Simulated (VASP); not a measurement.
# Ge10H18 in VASP: single point with PBE

Aim: the single point of Ge10H18 with PBE.

All numbers are computed with VASP 6.6.1; they aren't measurements. Logs are shortened: lines on timing, memory, paths and dates and some standing lists are left out, and cuts for length are marked.

### Step 1. The cell of the first run

The cell holds a cluster in a box, 28 atoms: a = 15.500 Å, b = 15.800 Å, c = 16.100 Å, α = 90.00°, β = 90.00°, γ = 90.00°.

### Step 2. Single point, PBE

INCAR reads:

```
  PREC = Accurate
  ENCUT = 520
  EDIFF = 1E-6
  ISMEAR = 0
  SIGMA = 0.05
  LREAL = Auto
  LASPH = True
  NELM = 100
  ALGO = Normal
  ISIF = 2
  LWAVE = False
  LCHARG = False
  GGA = PE
  NBANDS = 99
```

KPOINTS reads:

```
regular mesh
0
Gamma
  1 1 1
```

POSCAR reads:

```
Ge5H9
1.0
   15.5000000000      0.0000000000      0.0000000000
    0.0000000000     15.8000000000      0.0000000000
    0.0000000000      0.0000000000     16.1000000000
Ge H
10 18
Direct
    0.4993284497      0.4096189037      0.3219548269
    0.5012762693      0.4076440582      0.6788220016
    0.6061243272      0.3230478340      0.6021707310
    0.5897744266      0.6792447128      0.5864285192
    0.5018605113      0.5845367999      0.5017915284
    0.5915613358      0.4937828052      0.4134677729
    0.3150626895      0.4096159382      0.4993539210
    0.6857440793      0.4076406870      0.5012281751
    0.3944434724      0.3248914327      0.3983760956
    0.4101167802      0.4937828851      0.5881484682
    0.5552255695      0.3519814219      0.2659744323
    0.4501831069      0.4714357836      0.2645139788
    0.5505111374      0.4681697101      0.7375184383
    0.4446101743      0.3496075604      0.7336239036
    0.5583604100      0.2511333179      0.5561896867
    0.6698886985      0.2812004179      0.6635596154
    0.5321760682      0.7360052700      0.6410157232
    0.6464720823      0.7360074030      0.5309760788
    0.6490455020      0.6269316058      0.6434886603
    0.4430238017      0.6391542156      0.4451473171
    0.6497792443      0.5505740386      0.3581651253
    0.2569178728      0.3519756010      0.5531677007
    0.2553959014      0.4714319262      0.4520417897
    0.7426646659      0.3496015336      0.4466736980
    0.7467157230      0.4681649517      0.5486262493
    0.4421231085      0.2528691440      0.4442759266
    0.3306259685      0.2831891315      0.3369358128
    0.3526707465      0.5505738749      0.6441944380
```

Potentials or basis: VASP PAW PBE potentials, release 64 (Ge_d, H).

On the command line:

```
$ cat potpaw_PBE.64/Ge_d/POTCAR potpaw_PBE.64/H/POTCAR > POTCAR
$ mpirun -np 1 vasp_gam > vasp.out
```

OUTCAR:

```text
PREC = Accurate
   ENCUT = 520
   EDIFF = 1E-6
   ISMEAR = 0
   LREAL = Auto
   LASPH = True
   NELM = 100
   ISIF = 2
   GGA = PE

 ion  position               nearest neighbor table
   1  0.499  0.410  0.322-  12 1.55  11 1.55   9 2.44   6 2.45
   2  0.501  0.408  0.679-  13 1.55  14 1.55   3 2.44  10 2.45
   3  0.606  0.323  0.602-  15 1.55  16 1.55   2 2.44   8 2.44
   4  0.590  0.679  0.586-  19 1.54  17 1.54  18 1.54   5 2.44
   5  0.502  0.585  0.502-  20 1.55   4 2.44  10 2.45   6 2.45
   6  0.592  0.494  0.413-  21 1.55   8 2.45   1 2.45   5 2.45
   7  0.315  0.410  0.499-  23 1.55  22 1.55   9 2.44  10 2.45
   8  0.686  0.408  0.501-  25 1.55  24 1.55   3 2.44   6 2.45
   9  0.394  0.325  0.398-  26 1.55  27 1.55   1 2.44   7 2.44
  10  0.410  0.494  0.588-  28 1.55   2 2.45   7 2.45   5 2.45
  11  0.555  0.352  0.266-   1 1.55
  12  0.450  0.471  0.265-   1 1.55
  13  0.551  0.468  0.738-   2 1.55
  14  0.445  0.350  0.734-   2 1.55
  15  0.558  0.251  0.556-   3 1.55
  16  0.670  0.281  0.664-   3 1.55
[... 10 lines left out ...]
  27  0.331  0.283  0.337-   9 1.55
  28  0.353  0.551  0.644-  10 1.55

  LATTYP: Found a simple orthorhombic cell.
 ALAT       =    15.5000000000
 B/A-ratio  =     1.0193548387
 C/A-ratio  =     1.0387096774

  Lattice vectors:

 A1 = (  15.5000000000,   0.0000000000,   0.0000000000)
 A2 = (   0.0000000000,  15.8000000000,   0.0000000000)
 A3 = (   0.0000000000,   0.0000000000,  16.1000000000)

Analysis of symmetry for initial positions (statically):
=====================================================================
 Subroutine PRICEL returns:
 Original cell was already a primitive cell.

 Routine SETGRP: Setting up the symmetry group for a
 simple orthorhombic supercell.

 Subroutine GETGRP returns: Found  1 space group operations
 (whereof  1 operations were pure point group operations)
 out of a pool of  8 trial point group operations.

The static configuration has the point symmetry C_1 .

Analysis of symmetry for dynamics (positions and initial velocities):
=====================================================================
 Subroutine PRICEL returns:
 Original cell was already a primitive cell.

 Routine SETGRP: Setting up the symmetry group for a
 simple orthorhombic supercell.

 Subroutine GETGRP returns: Found  1 space group operations
 (whereof  1 operations were pure point group operations)
 out of a pool of  8 trial point group operations.

The dynamic configuration has the point symmetry C_1 .

 Subroutine INISYM returns: Found  1 space group operations
 (whereof  1 operations are pure point group operations),
 and found     1 'primitive' translations

----------------------------------------------------------------------------------------

                                     Primitive cell

  volume of cell :    3942.8900

  direct lattice vectors                    reciprocal lattice vectors
    15.500000000  0.000000000  0.000000000     0.064516129  0.000000000  0.000000000
     0.000000000 15.800000000  0.000000000     0.000000000  0.063291139  0.000000000
     0.000000000  0.000000000 16.100000000     0.000000000  0.000000000  0.062111801

  length of vectors
    15.500000000 15.800000000 16.100000000     0.064516129  0.063291139  0.062111801

  position of ions in fractional coordinates (direct lattice)
     0.499328450  0.409618904  0.321954827
     0.501276269  0.407644058  0.678822002
     0.606124327  0.323047834  0.602170731
     0.589774427  0.679244713  0.586428519
     0.501860511  0.584536800  0.501791528
     0.591561336  0.493782805  0.413467773
[... 20 lines left out ...]
     0.330625969  0.283189132  0.336935813
     0.352670747  0.550573875  0.644194438

  ion indices of the primitive-cell ions
   primitive index   ion index
                 1           1
                 2           2
                 3           3
                 4           4
                 5           5
                 6           6
[... 20 lines left out ...]
                27          27
                28          28

----------------------------------------------------------------------------------------

 KPOINTS: regular mesh

Automatic generation of k-mesh.
 Grid dimensions read from file:
 generate k-points for:    1    1    1

 Generating k-lattice:

  Cartesian coordinates                     Fractional coordinates (reciprocal lattice)
     0.064516129  0.000000000  0.000000000     1.000000000  0.000000000  0.000000000
     0.000000000  0.063291139  0.000000000     0.000000000  1.000000000  0.000000000
     0.000000000  0.000000000  0.062111801     0.000000000  0.000000000  1.000000000

  Length of vectors
     0.064516129  0.063291139  0.062111801

  Shift w.r.t. Gamma in fractional coordinates (k-lattice)
     0.000000000  0.000000000  0.000000000

 Subroutine IBZKPT returns following result:
 ===========================================

 Found      1 irreducible k-points:

 Following reciprocal coordinates:
            Coordinates               Weight
  0.000000  0.000000  0.000000      1.000000
   k-points           NKPTS =      1   k-points in BZ     NKDIM =      1   number of bands    NBANDS=     99
   number of dos      NEDOS =    301   number of ions     NIONS =     28
   total plane-waves  NPLWV = ******
   dimension x,y,z NGX =   120 NGY =  120 NGZ =  120
   dimension x,y,z NGXF=   240 NGYF=  240 NGZF=  240
   ions per type =              10  18
   NGX,Y,Z   is equivalent  to a cutoff of  12.87, 12.63, 12.39 a.u.
   NGXF,Y,Z  is equivalent  to a cutoff of  25.74, 25.25, 24.78 a.u.
 SYSTEM =  unknown system
   PREC   = accura    normal or accurate (medium, high low for compatibility)
   ISTART =      0    job   : 0-new  1-cont  2-samecut
   ICHARG =      2    charge: 1-file 2-atom 10-const
   ISPIN  =      1    spin polarized calculation?
   LNONCOLLINEAR =      F non collinear calculations
   LSORBIT =      F    spin-orbit coupling
   LASPH  =      T    aspherical Exc in radial PAW
   ENCUT  =  520.0 eV  38.22 Ry    6.18 a.u.  28.82 29.38 29.94*2*pi/ulx,y,z
   NELM   =    100;   NELMIN=  2; NELMDL= -5     # of ELM steps
   EDIFF  = 0.1E-05   stopping-criterion for ELM
   LREAL  =      T    real-space projection
   EDIFFG = 0.1E-04   stopping-criterion for IOM
   NSW    =      0    number of steps for IOM
   IBRION =     -1    ionic relax: 0-MD 1-quasi-New 2-CG
   NFREE  =      0    steps in history (QN), initial steepest desc. (CG)
   ISIF   =      2    stress and relaxation
   ISYM   =      2    0-nonsym 1-usesym 2-fastsym
   POTIM  = 0.5000    time-step for ionic-motion
   TEBEG  =    0.0;   TEEND  =   0.0 temperature during run
   PSTRESS=    0.0 pullay stress
   NELECT =     158.0000    total number of electrons
   NUPDOWN=      -1.0000    fix difference up-down
   EMIN   =  10.00;   EMAX   =-10.00  energy-range for DOS
   EFERMI =   0.00;   METHOD = LEGACY
   ISMEAR =     0;   SIGMA  =   0.05  broadening in eV -4-tet -1-fermi 0-gaus
   EFERMI_NEDOS =   21; number of points for ismear=-14 and -15
   IALGO  =     38    algorithm
   IMIX   =      4    mixing-type and parameters
     AMIX     =   0.40;   BMIX     =  1.00
     AMIX_MAG =   1.60;   BMIX_MAG =  1.00
  volume/ion in A,a.u.               =     140.82       950.28
  Fermi-wavevector in a.u.,A,eV,Ry     =   0.560216  1.058655  4.270082  0.313842
  Thomas-Fermi vector in A             =   1.595996
   LORBIT       =      0    0 simple, 1 ext, 2 COOP (PROOUT), +10 PAW based schemes
   GGA     = PE    functional components
   LHFCALC =     F    Hartree Fock is set to
   AEXX    =    0.0000 exact exchange contribution
   IVDW    =     0    specifies the selected vdW correction
   LEPSILON=     F    determine dielectric tensor
   LRPA    =     F    only Hartree local field effects (RPA)
 non-spin polarized calculation
 Gauss-broadening in eV      SIGMA  =   0.05
  energy-cutoff  :      520.00
  volume of cell :     3942.89
 maximum number of plane-waves:     53061
 NGX is ok and might be reduce to   120
   NGX = 57   NGY = 59   NGZ = 59

 number of electron     157.9999983 magnetization

 Free energy of the ion-electron system (eV)
  ---------------------------------------------------
  ext. energy  EPLUGINS =         0.00000000
  ---------------------------------------------------
  free energy    TOTEN  =      -102.68369108 eV

  energy without entropy =     -102.68369108  energy(sigma->0) =     -102.68369108

 E-fermi :  -5.4243     XC(G=0):  -1.3206

 val. band max:       -5.7278862054   @ k =   0.0000   0.0000   0.0000
 cond. band min:      -1.1904180024   @ k =   0.0000   0.0000   0.0000
 fundamental gap:      4.5374682030
 Fermi energy:        -5.4242869918

 k-point     1 :       0.0000    0.0000    0.0000
  band No.  band energies     occupation
      1     -28.2986      2.00000
      2     -28.2911      2.00000
      3     -28.2805      2.00000
      4     -28.2753      2.00000
      5     -28.2644      2.00000
      6     -28.2618      2.00000
[... 83 lines left out ...]
     90      -0.0175      0.00000
     91       0.2203      0.00000
 [bands above 91 left out]

------------------------ aborting loop because EDIFF is reached ----------------------------------------

  FORCE on cell =-STRESS in cart. coord.  units (eV):
  Direction    XX          YY          ZZ          XY          YZ          ZX
  --------------------------------------------------------------------------------------
  -------------------------------------------------------------------------------------
  Total       -0.5668305     -0.6355260     -0.5641049      0.0244447      0.0241599      0.0687689
  in kB       -0.2303293     -0.2582434     -0.2292217      0.0099330      0.0098173      0.0279439
  external PRESSURE =      -0.2392648 kB  Pullay stress =       0.0000000 kB

 VOLUME and BASIS-vectors are now :
 -----------------------------------------------------------------------------
  energy-cutoff  :      520.00
  volume of cell :     3942.89
      direct lattice vectors                 reciprocal lattice vectors
    15.500000000  0.000000000  0.000000000     0.064516129  0.000000000  0.000000000
     0.000000000 15.800000000  0.000000000     0.000000000  0.063291139  0.000000000
     0.000000000  0.000000000 16.100000000     0.000000000  0.000000000  0.062111801

 POSITION                                       TOTAL-FORCE (eV/Angst)
 -----------------------------------------------------------------------------------
      7.73959      6.47198      5.18347         0.005506      0.008354     -0.031188
      7.76978      6.44078     10.92903        -0.009960      0.006256      0.033481
      9.39493      5.10416      9.69495         0.000054     -0.047455      0.000069
      9.14150     10.73207      9.44150         0.012936      0.018062      0.010281
      7.77884      9.23568      8.07884        -0.014103      0.006940     -0.012914
      9.16920      7.80177      6.65683         0.005775      0.022773     -0.002190
[... 20 lines left out ...]
      5.12470      4.47439      5.42467         0.020192      0.018251      0.020326
      5.46640      8.69907     10.37153         0.018465     -0.020220     -0.015757
 -----------------------------------------------------------------------------------
    total drift:                               -0.000007      0.000848      0.000907

  FREE ENERGIE OF THE ION-ELECTRON SYSTEM (eV)
  ---------------------------------------------------
  free  energy   TOTEN  =      -102.6836910791 eV

  energy  without entropy=     -102.6836910791  energy(sigma->0) =     -102.68369108
```

Wall time 19 min (1 thread of Intel Xeon Platinum 8124M at 3.00GHz (Skylake/Cascade Lake), shared host); peak memory 2.4 GiB.

What came out:

```yaml
Free_energy: -102.6837 eV
Largest_force: 0.050 eV/Å
Gap_between_the_frontier_levels: 4.54 eV
```

Forces in eV/Å, atoms in the order of the input:
```
Ge   0.006  0.008 -0.031
Ge  -0.010  0.006  0.033
Ge   0.000 -0.047  0.000
Ge   0.013  0.018  0.010
Ge  -0.014  0.007 -0.013
Ge   0.006  0.023 -0.002
Ge  -0.032  0.008  0.002
Ge   0.035  0.006 -0.005
Ge  -0.001 -0.050 -0.003
Ge  -0.005  0.023  0.008
H   -0.022  0.013  0.018
H    0.010 -0.022  0.012
H   -0.009 -0.023 -0.011
H    0.021  0.014 -0.018
H    0.020  0.035  0.020
H   -0.020  0.018 -0.020
H    0.018 -0.018 -0.018
H   -0.018 -0.017  0.018
H   -0.016  0.020 -0.016
H    0.014 -0.016  0.014
H   -0.016 -0.020  0.018
H    0.018  0.013 -0.022
H    0.012 -0.021  0.010
H   -0.018  0.014  0.021
H   -0.012 -0.024 -0.009
H   -0.020  0.035 -0.021
H    0.020  0.018  0.020
H    0.018 -0.020 -0.016
```

Levels at points of the mesh, in eV from the valence-band top:
| k point | band 75 | band 76 | band 77 | band 78 | band 79 | band 80 | band 81 | band 82 | band 83 | band 84 |
| --- | --- | --- | --- | --- | --- | --- | --- | --- | --- | --- |
| (0.00, 0.00, 0.00) | -0.36 | -0.33 | -0.24 | -0.16 | 0.00 | 4.54 | 4.59 | 4.72 | 4.81 | 4.83 |
